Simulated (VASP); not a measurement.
Wanted: the native input for a VASP 6.6.1 run.

```yaml
Task: single point
Functional: PBE
Dispersion: D3(BJ)
Potentials_or_basis: VASP PAW PBE potentials, release 64 (Na_pv, F)
Cutoff: 520 eV
k_mesh: 8 × 8 × 8
Occupations: gaussian, width 0.05 eV
Spin: no spin polarisation
Dipole_correction: no
Further_INCAR_settings: ALGO = Normal; EDIFF = 1e-07; NBANDS = 14
```

The structure of NaF lies in POSCAR:

```
NaF
1.0
    0.0000000000      2.3233012604      2.3233012604
    2.3233012604      0.0000000000      2.3233012604
    2.3233012604      2.3233012604      0.0000000000
Na F
1 1
Direct
    0.0000000000      0.0000000000      0.0000000000
    0.5000000000      0.5000000000      0.5000000000
```

These files were run (other wordings do the same):

INCAR

```
PREC = Accurate
ENCUT = 520
EDIFF = 1E-7
ISMEAR = 0
SIGMA = 0.05
LREAL = F
LASPH = T
NELM = 100
ALGO = Normal
ISIF = 2
LWAVE = F
LCHARG = T
GGA = PE
IVDW = 12
LELF = T
LVHAR = T
NBANDS = 14
```

KPOINTS

```
Automatic mesh
0
Gamma
  8 8 8
```

Potentials or basis: VASP PAW PBE potentials, release 64 (Na_pv, F).

Command:

```bash
$ cat potpaw_PBE.64/Na_pv/POTCAR potpaw_PBE.64/F/POTCAR > POTCAR
$ mpirun -np 1 vasp_std > vasp.out
```

It gave:

- Pressure: -0.7 GPa
- Band gap on the k mesh: 6.26 eV, direct
- Dispersion energy per atom: -0.172 eV

Run time: 24 s on 1 thread of AMD EPYC 7R13, on a shared host, peak memory 0.12 GiB.
